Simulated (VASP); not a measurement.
# K (Fd-3m) in VASP: further runs, part 2 of 2

VASP 6.6.1. Earlier steps stand in the parts before.

### 5 Single point, revPBE

This run uses another cell than the first one, of 122.18 Å³/atom.

Contents of INCAR:

```
PREC = Accurate
ENCUT = 520
EDIFF = 1E-7
ISMEAR = -1
SIGMA = 0.1
LREAL = F
LASPH = T
NELM = 100
ALGO = Normal
ISIF = 2
LWAVE = F
LCHARG = F
GGA = RE
NBANDS = 16
```

Contents of KPOINTS:

```
Automatic mesh
0
Gamma
  6 6 6
```

Contents of POSCAR:

```
K
1.0
    0.0000000000      4.9621559076      4.9621559076
    4.9621559076      0.0000000000      4.9621559076
    4.9621559076      4.9621559076      0.0000000000
K
2
Direct
    0.1250000000      0.1250000000      0.1250000000
    0.8750000000      0.8750000000      0.8750000000
```

Potentials or basis: VASP PAW PBE potentials, release 64 (K_sv).

Command:

```
> cat potpaw_PBE.64/K_sv/POTCAR > POTCAR
> mpirun -np 1 vasp_std > vasp.out
```

OUTCAR:

```text
PREC = Accurate
   ENCUT = 520
   EDIFF = 1E-7
   ISMEAR = -1
   LREAL = F
   LASPH = T
   NELM = 100
   ISIF = 2
   GGA = RE

 ion  position               nearest neighbor table
   1  0.125  0.125  0.125-
   2  0.875  0.875  0.875-

  LATTYP: Found a face centered cubic cell.
 ALAT       =     9.9243118152

  Lattice vectors:

 A1 = (   0.0000000000,   4.9621559076,   4.9621559076)
 A2 = (   4.9621559076,   0.0000000000,   4.9621559076)
 A3 = (   4.9621559076,   4.9621559076,   0.0000000000)

Analysis of symmetry for initial positions (statically):
=====================================================================
 Subroutine PRICEL returns:
 Original cell was already a primitive cell.

 Routine SETGRP: Setting up the symmetry group for a
 face centered cubic supercell.

 Subroutine GETGRP returns: Found 48 space group operations
 (whereof 12 operations were pure point group operations)
[... 152 lines left out ...]
  ---------------------------------------------------
  free energy    TOTEN  =        -1.34140127 eV

  energy without entropy =       -1.28360300  energy(sigma->0) =       -1.31250214

 E-fermi :  -0.8475     XC(G=0):  -4.3894

 val. band max:       -0.9355053218   @ k =   0.5000   0.0000   0.0000
 cond. band min:      -0.8298149008   @ k =   0.5000   0.5000   0.0000
 fundamental gap:      0.1056904209
 Fermi energy:        -0.8475421199

 k-point     1 :       0.0000    0.0000    0.0000
  band No.  band energies     occupation
      1     -33.5880      2.00000
      2     -33.5798      2.00000
      3     -17.0494      2.00000
      4     -17.0494      2.00000
      5     -17.0494      2.00000
      6     -17.0070      2.00000
[... 281 lines left out ...]
      3     -17.0577      2.00000
      4     -17.0577      2.00000
      5     -17.0285      2.00000
      6     -17.0285      2.00000
[... 8 lines left out ...]
     15       2.2974      0.00000
     16       2.2974      0.00000

------------------------ aborting loop because EDIFF is reached ----------------------------------------

  FORCE on cell =-STRESS in cart. coord.  units (eV):
  Direction    XX          YY          ZZ          XY          YZ          ZX
  --------------------------------------------------------------------------------------
  -------------------------------------------------------------------------------------
  Total       -0.0034330     -0.0034330     -0.0034330     -0.0000000     -0.0000000      0.0000000
  in kB       -0.0225086     -0.0225086     -0.0225086     -0.0000000     -0.0000000      0.0000000
  external PRESSURE =      -0.0225086 kB  Pullay stress =       0.0000000 kB

 VOLUME and BASIS-vectors are now :
 -----------------------------------------------------------------------------
  energy-cutoff  :      520.00
  volume of cell :      244.37
      direct lattice vectors                 reciprocal lattice vectors
     0.000000000  4.962155908  4.962155908    -0.100762654  0.100762654  0.100762654
     4.962155908  0.000000000  4.962155908     0.100762654 -0.100762654  0.100762654
     4.962155908  4.962155908  0.000000000     0.100762654  0.100762654 -0.100762654

 POSITION                                       TOTAL-FORCE (eV/Angst)
 -----------------------------------------------------------------------------------
      1.24054      1.24054      1.24054        -0.000000     -0.000000     -0.000000
      8.68377      8.68377      8.68377         0.000000      0.000000      0.000000
 -----------------------------------------------------------------------------------
    total drift:                               -0.000000      0.000000     -0.000000

  FREE ENERGIE OF THE ION-ELECTRON SYSTEM (eV)
  ---------------------------------------------------
  free  energy   TOTEN  =        -1.3414012737 eV

  energy  without entropy=       -1.2836030047  energy(sigma->0) =       -1.31250214
```

OSZICAR:

```text
N       E                     dE             d eps       ncg     rms          rms(c)
DAV:   1     0.114370711641E+03    0.11437E+03   -0.69104E+03   528   0.813E+02
DAV:   2     0.763632296138E+01   -0.10673E+03   -0.10528E+03   624   0.231E+02
DAV:   3    -0.836501045856E+00   -0.84728E+01   -0.84508E+01   912   0.514E+01
DAV:   4    -0.131783202174E+01   -0.48133E+00   -0.48119E+00   776   0.960E+00
DAV:   5    -0.133674793074E+01   -0.18916E-01   -0.18915E-01   840   0.123E+00    0.105E+00
DAV:   6    -0.133909980944E+01   -0.23519E-02   -0.27871E-03   752   0.312E-01    0.647E-01
DAV:   7    -0.134102570658E+01   -0.19259E-02   -0.40163E-03   736   0.361E-01    0.635E-02
DAV:   8    -0.134134673790E+01   -0.32103E-03   -0.65733E-04   880   0.152E-01    0.309E-02
DAV:   9    -0.134138206300E+01   -0.35325E-04   -0.44108E-05   696   0.262E-02    0.131E-02
DAV:  10    -0.134139302543E+01   -0.10962E-04   -0.15107E-05   720   0.201E-02    0.415E-03
DAV:  11    -0.134140134922E+01   -0.83238E-05   -0.15691E-05   584   0.129E-02    0.156E-03
DAV:  12    -0.134140127366E+01    0.75558E-07   -0.37362E-07   632   0.239E-03
   1 F= -.13414013E+01 E0= -.13125021E+01  d E =-.577983E-01
```

stdout:

```text
POSCAR found type information on POSCAR K
 POSCAR found :  1 types and       2 ions
 scaLAPACK will be used
 -----------------------------------------------------------------------------
|                                                                             |
|                                                                             |
|     You enforced a specific xc type in the INCAR file but a different       |
|     I HOPE YOU KNOW WHAT YOU ARE DOING!                                     |
|                                                                             |
 -----------------------------------------------------------------------------

 LDA part: xc-table for (Slater+PW92), standard interpolation
 POSCAR, INCAR and KPOINTS ok, starting setup
 FFT: planning ... GRIDC
 FFT: planning ... GRID_SOFT
 FFT: planning ... GRID
 WAVECAR not read
 entering main loop
```

Run time: 42 s. Hardware: 1 thread of Intel Xeon 6975P-C (Granite Rapids), shared host; peak memory 0.39 GiB.

What came out:

- Free energy: -1.3414 eV
- Pressure: 0.0 GPa
- Band gap on the k mesh: zero (bands 9 and 10 overlap by 0.23 eV)

Caveat: the PAW data sets were made with another functional, which shifts forces and pressure a little.

### 6 Summary

| cell | gap on the mesh (eV) | pressure (GPa) |
| --- | --- | --- |
| a = 6.725 Å, angles 60.0°, 2 atoms | none | 0.2 |
| a = 6.825 Å, angles 60.0°, 2 atoms | none | 0.1 |
| a = 6.923 Å, angles 60.0°, 2 atoms | none | 0.0 |
| a = 7.018 Å, angles 60.0°, 2 atoms | none | 0.0 |

Alike in all rows: task single point; level revPBE; potentials or basis VASP PAW PBE potentials, release 64 (K_sv); no spin polarisation; k mesh 6 × 6 × 6; cutoff (eV) 520; smearing fermi-dirac 0.1 eV.

Caveats: the PAW data sets were made with another functional, which shifts forces and pressure a little.

Absolute energies hang on the potentials; compare differences alone.

The gap in the log of VASP goes by the Fermi energy; the results here count the filled bands.